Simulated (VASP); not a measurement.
Input of a VASP 6.6.1 run:

The input INCAR:

```
  ALGO = Normal
  EDIFF = 1E-7
  ENCUT = 520
  GGA = PE
  ISIF = 2
  ISMEAR = -1
  LASPH = True
  LCHARG = False
  LREAL = False
  LWAVE = False
  NBANDS = 14
  NELM = 60
  PREC = Accurate
  SIGMA = 0.05
```

File KPOINTS:

```
k-points
0
Gamma
  14 14 8
```

POSCAR

```
Br
1.0
    3.7619665892      0.0000000001      0.0000000000
   -1.8809832946      3.2579586344      0.0000000000
    0.0000000000      0.0000000000      4.3094278130
Br
2
Direct
    0.3333333333      0.6666666667      0.2500000000
    0.6666666667      0.3333333333      0.7500000000
```

Potentials or basis: VASP PAW PBE potentials, release 64 (Br).

Command:

```console
$ cat potpaw_PBE.64/Br/POTCAR > POTCAR
$ mpirun -np 1 vasp_std > vasp.out
```

(1) Estimate the band gap on the k mesh.

(2) Predict the pressure.

## Answers

(1) zero (bands 7 and 8 overlap by 1.98 eV).

(2) 2.3 GPa.
